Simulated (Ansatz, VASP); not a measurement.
# One calculation of Al, two programs

```xyz
4
Lattice="2.7445 0.0000 0.0000 -1.3723 2.3768 0.0000 0.0000 0.0000 9.1898" Properties=species:S:1:pos:R:3 pbc="T T T"
Al    0.0000    0.0000    0.0000
Al    0.0000    1.5846    2.2975
Al    0.0000    0.0000    4.5949
Al    1.3723    0.7923    6.8924
```

Alike in both runs: task single point; functional PBEsol; dispersion D3(BJ); k mesh 18 × 18 × 6; occupations gaussian, width 0.15 eV; no spin polarisation.

```csv
,VASP,Ansatz
version,VASP 6.6.1,Ansatz 0.2.0
potentials or method,"VASP PAW PBE potentials, release 64 (Al), cutoff 520 eV","scalar-relativistic, plane waves, PAW"
valence electrons in the cell,12,12
```

```tsv
	VASP	Ansatz	Ansatz less VASP
gap on the k mesh at the Fermi level (eV)	none	none	-
pressure (GPa)	4.2	4.1	-0.13
traceless stress, the component that is largest in VASP (GPa)	-2.03	-2.02	+0.015
```

VASP's potentials were made for PBE, not for PBEsol, and Ansatz warns of the same on its side. A gap of «none» marks a metal or a gap that the smearing closes.
